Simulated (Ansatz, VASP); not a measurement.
LiF in VASP and in Ansatz

INCAR

```
SYSTEM = LiF
ALGO = Normal
EDIFF = 1E-7
ENCUT = 520
GGA = CA
ISIF = 2
ISMEAR = 0
LASPH = .TRUE.
LCHARG = .TRUE.
LELF = .TRUE.
LREAL = .FALSE.
LVHAR = .TRUE.
LWAVE = .FALSE.
NBANDS = 18
NELM = 60
PREC = Accurate
SIGMA = 0.05
```

File KPOINTS:

```
k-points
0
G
  9 9 6
  0 0 0
```

POSCAR

```
LiF
1.0
    2.7685881098      0.0000000000      0.0000000000
   -1.3842940549      2.3976676357      0.0000000000
    0.0000000000      0.0000000000      4.6880502464
Li F
2 2
Direct
    0.3333333333      0.6666666667      0.3839784076
    0.6666666667      0.3333333333      0.8839784076
    0.3333333333      0.6666666667      0.9910195924
    0.6666666667      0.3333333333      0.4910195924
```

Input for Ansatz:

```yaml
crystal:
  lattice:
    - [2.7685881098, 0.0, 0.0]
    - [-1.3842940549, 2.3976676357, 0.0]
    - [0.0, 0.0, 4.6880502464]
  atoms:
    - { symbol: Li, position: [0.3333333333, 0.6666666667, 0.3839784076] }
    - { symbol: Li, position: [0.6666666667, 0.3333333333, 0.8839784076] }
    - { symbol: F, position: [0.3333333333, 0.6666666667, 0.9910195924] }
    - { symbol: F, position: [0.6666666667, 0.3333333333, 0.4910195924] }
basis:
  ecutwfc: 520.0
kpoints:
  mp_grid: { grid: [9, 9, 6] }
hamiltonian:
  xc: lda
scf:
  occupations: { method: gaussian, width: 0.05 }
output:
  forces: true
  stress: true
  eigenvalues: true
```

Alike in both runs: task single point; functional LDA; k mesh 9 × 9 × 6; occupations gaussian, width 0.05 eV; no spin polarisation.

|  | VASP | Ansatz |
| --- | --- | --- |
| version | VASP 6.6.1 | Ansatz 0.2.0 |
| potentials or method | VASP PAW LDA potentials, release 64 (Li_sv, F), cutoff 520 eV | scalar-relativistic, plane waves, PAW |
| valence electrons in the cell | 20 | 20 |

|  | VASP | Ansatz | Ansatz less VASP |
| --- | --- | --- | --- |
| gap on the k mesh at the Fermi level (eV) | 9.01 | 9.03 | +0.021 |
| least direct gap on the mesh (eV) | 9.01 | 9.03 | +0.021 |
| rms of the force components (eV/Å) | 0.392 | 0.386 | -0.0063 |

LDA's correlation is that of Perdew and Zunger in VASP and of Perdew and Wang (1992) in Ansatz. Atom by atom the forces differ by 0.006 eV/Å (rms over components).

Noted on VASP's run: the cutoff is short for stress, so the pressure is rough.
